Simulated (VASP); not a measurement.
GaN, 16 atoms in the cell. The typed cell holds 16 atoms: a = 6.366 Å, b = 6.366 Å, c = 5.184 Å, α = 90.00°, β = 90.00°, γ = 120.00°. 

```yaml
Program: VASP 6.6.1
Task: single point
Functional: PBEsol
Potentials_or_basis: VASP PAW PBE potentials, release 64 (Ga_d, N)
Cutoff: 520 eV
k_mesh: 3 × 3 × 4
Occupations: fermi-dirac, width 0.02 eV
Spin: no spin polarisation
Dipole_correction: no
Further_INCAR_settings: LREAL = Auto; ALGO = Normal; EDIFF = 1e-06; NBANDS = 86
```

Potentials or basis: VASP PAW PBE potentials, release 64 (Ga_d, N).

Command:

```console
$ cat potpaw_PBE.64/Ga_d/POTCAR potpaw_PBE.64/N/POTCAR > POTCAR
$ mpirun -np 1 vasp_std > vasp.out
```

Hardware: 1 thread of AMD EPYC 9R45 96-Core Processor (Zen 5), with other jobs on the host.

Problem. Estimate the wall time of this run.

Solution. Wall time 7.4 min on 1 thread of AMD EPYC 9R45 96-Core Processor (Zen 5), on a shared host, peak memory 0.36 GiB. Counts: scf iterations 18, k points 19.
